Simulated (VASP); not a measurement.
Input of a VASP 6.6.1 run:

INCAR

```
SYSTEM = BP
ALGO = Normal ; EDIFF = 1E-7
EDIFFG = -0.008 ; ENCUT = 600
GGA = PS ; IBRION = 2
ISIF = 3 ; ISMEAR = 0
LASPH = .TRUE. ; LCHARG = .FALSE.
LREAL = .FALSE. ; LWAVE = .FALSE.
NELM = 60 ; NSW = 70
PREC = Accurate ; PSTRESS = 20.0
SIGMA = 0.02
```

KPOINTS

```
k-points
0
G
  10 10 10
  0 0 0
```

Contents of POSCAR:

```
BP
1.0
    0.0000000000      2.2456321802      2.2456321802
    2.2456321802      0.0000000000      2.2456321802
    2.2456321802      2.2456321802      0.0000000000
B P
1 1
Direct
    0.0000000000      0.0000000000      0.0000000000
    0.2500000000      0.2500000000      0.2500000000
```

Potentials or basis: VASP PAW PBE potentials, release 64 (B, P).

The run is started by

```bash
$ cat potpaw_PBE.64/B/POTCAR potpaw_PBE.64/P/POTCAR > POTCAR
$ mpirun -np 1 vasp_std > vasp.out
```

(1) What does it give for the relaxed cell?

(2) Predict the relaxed volume.

Answers

(1) a = 3.185 Å, b = 3.185 Å, c = 3.185 Å, α = 60.00°, β = 60.00°, γ = 60.00°.

(2) 11.42 Å³/atom.

Caveat: the cell is relaxed towards a set pressure, so the enthalpy falls and the energy may rise; the PAW data sets were made with another functional, which shifts forces and pressure a little.
